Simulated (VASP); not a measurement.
Write the native input for VASP 6.6.1 that does the following.

```yaml
Task: single point
Functional: PBE
Potentials_or_basis: VASP PAW PBE potentials, release 64 (Ba_sv, Zr_sv, O)
Cutoff: 520 eV
k_mesh: 4 × 4 × 4
Occupations: gaussian, width 0.01 eV
Spin: no spin polarisation
Hubbard_terms: Zr d U = 5.0 eV
Dipole_correction: no
Further_INCAR_settings: ALGO = Normal; EDIFF = 1e-07; NBANDS = 28
```

The structure of BaZrO3 lies in POSCAR:

```
BaZrO3
1.0
    4.1913400000      0.0000000000      0.0000000000
    0.0000000000      4.1913400000      0.0000000000
    0.0000000000      0.0000000000      4.1913400000
Ba Zr O
1 1 3
Direct
    0.0000000000      0.0000000000      0.0000000000
    0.5000000000      0.5000000000      0.5000000000
    0.0000000000      0.5000000000      0.5000000000
    0.5000000000      0.0000000000      0.5000000000
    0.5000000000      0.5000000000      0.0000000000
```

The input as run:

INCAR

```
SYSTEM = BaZrO3
ALGO = Normal
EDIFF = 1E-7
ENCUT = 520
GGA = PE
ISIF = 2
ISMEAR = 0
LASPH = .True.
LCHARG = .False.
LDAU = .True.
LDAUJ = 0 0 0
LDAUL = -1 2 -1
LDAUPRINT = 1
LDAUTYPE = 2
LDAUU = 0 5 0
LMAXMIX = 4
LREAL = .False.
LWAVE = .False.
NBANDS = 28
NELM = 150
PREC = Accurate
SIGMA = 0.01
```

KPOINTS

```
k-points
0
Gamma
  4 4 4
  0 0 0
```

Potentials or basis: VASP PAW PBE potentials, release 64 (Ba_sv, Zr_sv, O).

The run is started by

```sh
$ cat potpaw_PBE.64/Ba_sv/POTCAR potpaw_PBE.64/Zr_sv/POTCAR potpaw_PBE.64/O/POTCAR > POTCAR
$ mpirun -np 1 vasp_std > vasp.out
```

It gave:

* Pressure: 10.2 GPa
* Band gap on the k mesh: 3.90 eV, indirect (least direct gap 4.20 eV)

Caveat: spin-orbit coupling is left out, which moves the levels of the heavy elements.

Wall time 12 s on 1 thread of Intel(R) Xeon(R) 6975P-C (Granite Rapids) (shared host), peak memory 0.18 GiB.
